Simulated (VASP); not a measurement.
# SnSe (P4/nmm) in VASP: notebook, part 2 of 2

VASP 6.6.1. Earlier steps stand in the parts before.

### Step 4. Single point, PBE+D3(BJ)

This run uses another cell than the first one, of the same volume but with other edges.

INCAR

```
ALGO     = Normal         # electronic algorithm
EDIFF    = 1E-6           # SCF threshold, eV
ENCUT    = 520            # plane-wave cutoff, eV
GGA      = PE             # functional
ISIF     = 2              # what is computed and relaxed
ISMEAR   = 0              # smearing method
IVDW     = 12             # dispersion correction
LASPH    = True           # aspherical terms in the spheres
LCHARG   = False          # write CHGCAR
LREAL    = False          # projectors in reciprocal space
LWAVE    = False          # write WAVECAR
NBANDS   = 28             # bands
NELM     = 60             # most SCF steps
PREC     = Accurate       # precision mode
SIGMA    = 0.03           # smearing width, eV
```

KPOINTS

```
k-points
0
Gamma
  8 8 6
```

POSCAR

```
SnSe
1.0
    4.2220108060      0.0000000000      0.0000000000
    0.0000000000      4.2220108060      0.0000000000
    0.0000000000      0.0000000000      5.9710971824
Sn Se
2 2
Direct
    0.5000000000      0.0000000000      0.3100442236
    0.0000000000      0.5000000000      0.6899557764
    0.5000000000      0.0000000000      0.7499352227
    0.0000000000      0.5000000000      0.2500647773
```

The run is started by

```bash
$ cat potpaw_PBE.64/Sn_d/POTCAR potpaw_PBE.64/Se/POTCAR > POTCAR
$ mpirun -np 1 vasp_std > vasp.out
```

Run time: 2.6 min. Hardware: 1 thread of Intel Xeon Platinum 8259CL at 2.50GHz (Skylake/Cascade Lake), shared host; peak memory 0.31 GiB.

It converged, with:

| Property | Result |
| --- | --- |
| Free energy | -17.5097 eV |
| Pressure | 3.2 GPa |
| Largest force | 1.276 eV/Å |
| Band gap on the k mesh | 0.43 eV (least direct gap 0.62 eV) |
| Dispersion energy per atom | -0.361 eV |

Forces in eV/Å, atoms in the order of the input:
```
Sn   0.000  0.000 -1.276
Sn   0.000  0.000  1.276
Se   0.000  0.000  0.542
Se   0.000  0.000 -0.542
```

Stress tensor (GPa, compression positive):
```
1.38 0.00 0.00
0.00 1.38 0.00
0.00 0.00 6.90
```

Levels at points of the mesh, in eV from the valence-band top:
| k point | band 18 | band 19 | band 20 | band 21 | band 22 | band 23 |
| --- | --- | --- | --- | --- | --- | --- |
| (0.00, 0.00, 0.00) | -2.56 | -2.39 | -2.39 | 2.60 | 4.20 | 4.20 |
| (0.50, 0.00, 0.00) | -2.47 | -0.81 | -0.81 | 1.10 | 1.10 | 1.57 |
| (0.50, 0.50, 0.00) | -3.81 | -3.74 | -3.74 | 2.32 | 2.32 | 5.23 |
| (0.00, 0.00, 0.50) | -2.91 | -2.04 | -1.66 | 1.95 | 2.70 | 3.08 |
| (0.50, 0.00, 0.50) | -2.35 | -0.33 | -0.33 | 0.61 | 0.61 | 1.09 |
| (0.50, 0.50, 0.50) | -4.55 | -1.28 | -1.28 | 2.01 | 2.01 | 3.69 |

Caveat: the stress differs along the axes, from 1 to 7 GPa; semilocal functionals underestimate gaps, and a narrow one can read as zero; spin-orbit coupling is left out, which moves the levels of the heavy elements; forces of over 1 eV/Å act on the atoms, so gaps and moduli don't describe the material at rest.

### Step 5. Single point, PBE+D3(BJ)

This run uses another cell than the first one, of the same volume but with other edges.

INCAR

```
SYSTEM = SnSe
PREC = Accurate
ENCUT = 520
EDIFF = 1E-7
ISMEAR = 0
SIGMA = 0.03
LREAL = .False.
LASPH = .True.
NELM = 80
ALGO = Normal
ISIF = 2
LWAVE = .False.
LCHARG = .False.
GGA = PE
IVDW = 12
NBANDS = 28
```

KPOINTS

```
Automatic mesh
0
Gamma
  8 8 6
  0 0 0
```

POSCAR

```
SnSe
1.0
    4.1343133752      0.0000000000      0.0000000000
    0.0000000000      4.1343133752      0.0000000000
    0.0000000000      0.0000000000      6.2271028057
Sn Se
2 2
Direct
    0.5000000000      0.0000000000      0.1901332628
    0.0000000000      0.5000000000      0.8098667372
    0.5000000000      0.0000000000      0.7499352227
    0.0000000000      0.5000000000      0.2500647773
```

Potentials or basis: VASP PAW PBE potentials, release 64 (Sn_d, Se).

The run is started by

```bash
$ cat potpaw_PBE.64/Sn_d/POTCAR potpaw_PBE.64/Se/POTCAR > POTCAR
$ mpirun -np 1 vasp_std > vasp.out
```

OUTCAR:

```text
SYSTEM = SnSe
   PREC = Accurate
   ENCUT = 520
   EDIFF = 1E-7
   ISMEAR = 0
   LREAL = .False.
   LASPH = .True.
   NELM = 80
   ISIF = 2
   GGA = PE
   IVDW = 12
 IVDW          = 12

 ion  position               nearest neighbor table
   1  0.500  0.000  0.190-   3 2.74   4 2.95   4 2.95   4 2.95   4 2.95
   2  0.000  0.500  0.810-   4 2.74   3 2.95   3 2.95   3 2.95   3 2.95
   3  0.500  0.000  0.750-   1 2.74   2 2.95   2 2.95   2 2.95   2 2.95
   4  0.000  0.500  0.250-   2 2.74   1 2.95   1 2.95   1 2.95   1 2.95

  LATTYP: Found a simple tetragonal cell.
 ALAT       =     4.1343133752
 C/A-ratio  =     1.5062000000
[... 949 lines left out ...]
  --------------------------------------------------------------------------------------
  -------------------------------------------------------------------------------------
  Total       2.74230     2.74230     0.46767     0.00000     0.00000     0.00000
  in kB      41.27928    41.27928     7.03970     0.00000     0.00000     0.00000
  external pressure =       29.87 kB  Pullay stress =        0.00 kB

 VOLUME and BASIS-vectors are now :
 -----------------------------------------------------------------------------
  energy-cutoff  :      520.00
  volume of cell :      106.44
      direct lattice vectors                 reciprocal lattice vectors
     4.134313375  0.000000000  0.000000000     0.241878133  0.000000000  0.000000000
     0.000000000  4.134313375  0.000000000     0.000000000  0.241878133  0.000000000
     0.000000000  0.000000000  6.227102806     0.000000000  0.000000000  0.160588324

 POSITION                                       TOTAL-FORCE (eV/Angst)
 -----------------------------------------------------------------------------------
      2.06716      0.00000      1.18398        -0.000000      0.000000      0.802826
      0.00000      2.06716      5.04312         0.000000     -0.000000     -0.802826
      2.06716      0.00000      4.66992         0.000000     -0.000000     -0.090062
      0.00000      2.06716      1.55718         0.000000      0.000000      0.090062
 -----------------------------------------------------------------------------------
    total drift:                                0.000000      0.000000     -0.000000

  FREE ENERGIE OF THE ION-ELECTRON SYSTEM (eV)
  ---------------------------------------------------
  free  energy   TOTEN  =       -17.5364634906 eV

  energy  without entropy=      -17.5364634906  energy(sigma->0) =      -17.53646349
```

stdout:

```text
POSCAR found type information on POSCAR SnSe
 POSCAR found :  2 types and       4 ions
 scaLAPACK will be used
 LDA part: xc-table for (Slater+PW92), standard interpolation
 POSCAR, INCAR and KPOINTS ok, starting setup
 FFT: planning ... GRIDC
 FFT: planning ... GRID_SOFT
 FFT: planning ... GRID
 WAVECAR not read
 entering main loop
```

Run time: 3.3 min. Hardware: 1 thread of Intel Xeon Platinum 8259CL at 2.50GHz (Skylake/Cascade Lake), shared host; peak memory 0.31 GiB.

What came out:

```yaml
Free_energy: -17.5365 eV
Pressure: 3.0 GPa
Largest_force: 0.803 eV/Å
Band_gap_on_the_k_mesh: 0.30 eV
Dispersion_energy_per_atom: -0.361 eV
```

Forces in eV/Å, atoms in the order of the input:
```
Sn   0.000  0.000  0.803
Sn   0.000  0.000 -0.803
Se   0.000  0.000 -0.090
Se   0.000  0.000  0.090
```

Caveat: semilocal functionals underestimate gaps, and a narrow one can read as zero; spin-orbit coupling is left out, which moves the levels of the heavy elements. A k mesh can miss the band edges.

### Step 6. Overview

| cell | gap on the mesh (eV) | pressure (GPa) | largest force (eV/Å) |
| --- | --- | --- | --- |
| a = 4.423, b = 4.423, c = 5.442 Å, 4 atoms, atomic positions A | 0.01 | 4.3 | 1.07 |
| a = 4.222, b = 4.222, c = 5.971 Å, 4 atoms, atomic positions B | 0.43 | 3.2 | 1.27 |
| a = 4.222, b = 4.222, c = 5.971 Å, 4 atoms, atomic positions C | 0.43 | 3.2 | 1.28 |
| a = 4.134, b = 4.134, c = 6.227 Å, 4 atoms, atomic positions B | 0.30 | 3.0 | 0.80 |

Alike in all rows: task single point; level PBE+D3(BJ); potentials or basis VASP PAW PBE potentials, release 64 (Sn_d, Se); no spin polarisation; k mesh 8 × 8 × 6; cutoff (eV) 520; smearing gaussian 0.03 eV.

Caveats: semilocal functionals underestimate gaps, and a narrow one can read as zero; spin-orbit coupling is left out, which moves the levels of the heavy elements; forces of over 1 eV/Å act on the atoms, so gaps and moduli don't describe the material at rest (at least some runs); the stress differs along the axes, from 1 to 7 GPa (at least some runs); the stress differs along the axes, from -4 to 21 GPa (at least some runs).

Absolute energies hang on the potentials; compare differences alone.
